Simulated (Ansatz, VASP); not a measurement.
**Two plane-wave programs on Hg**

Contents of INCAR:

```
SYSTEM = Hg
PREC = Accurate ; ENCUT = 520
EDIFF = 1E-6 ; ISMEAR = 1
SIGMA = 1.0 ; LREAL = .False.
LASPH = .True. ; NELM = 80
ALGO = Normal ; ISIF = 2
LWAVE = .False. ; LCHARG = .True.
GGA = PE ; LELF = .True.
LVHAR = .True. ; NBANDS = 12
```

Contents of KPOINTS:

```
Automatic mesh
0
Gamma
  10 10 10
  0 0 0
```

File POSCAR:

```
Hg
1.0
    2.0783995336      1.1999645302      1.9747385792
   -2.0783995336      1.1999645302      1.9747385792
    0.0000000000     -2.3999290604      1.9747385791
Hg
1
Direct
    0.0000000000      1.0000000000      0.0000000000
```

Input for Ansatz:

```yaml
crystal:
  lattice:
    - [2.0783995336, 1.1999645302, 1.9747385792]
    - [-2.0783995336, 1.1999645302, 1.9747385792]
    - [0.0, -2.3999290604, 1.9747385791]
  atoms:
    - { symbol: Hg, position: [0.0, 1.0, 0.0] }
hamiltonian:
  xc: pbe
  pseudopotentials:
    kind: paw
    azcp:
      Hg: "pseudopotentials/Hg.paw.azcp"
basis:
  ecutwfc: 420
  fft_grid_basis: typed
kpoints:
  mp_grid: { grid: [10, 10, 10], shift: [0, 0, 0] }
magnetization:
  spin_polarized: false
scf:
  occupations: { method: cold, width: 1.0 }
  lower_state_search: "off"
output:
  stress: true
```

Alike in both runs: task single point; functional PBE; k mesh 10 × 10 × 10; no spin polarisation.

```csv
,VASP,Ansatz
version,VASP 6.6.1,Ansatz 0.2.0
potentials or method,"VASP PAW PBE potentials, release 64 (Hg), cutoff 520 eV","plane waves (420 eV) with PAW, scalar-relativistic"
occupations,"methfessel-paxton of order 1, width 1 eV","cold, width 1 eV"
valence electrons in the cell,12,20
```

```csv
,VASP,Ansatz,Ansatz less VASP
pressure (GPa),0.1,-0.1,-0.19
"traceless stress, the component that is largest in VASP (GPa)",-0.04,-0.09,-0.046
```

VASP's potentials hold 12 valence electrons a cell and Ansatz's 20, so a difference there can come from the potentials and not from the codes.

Spin-orbit coupling is off throughout.
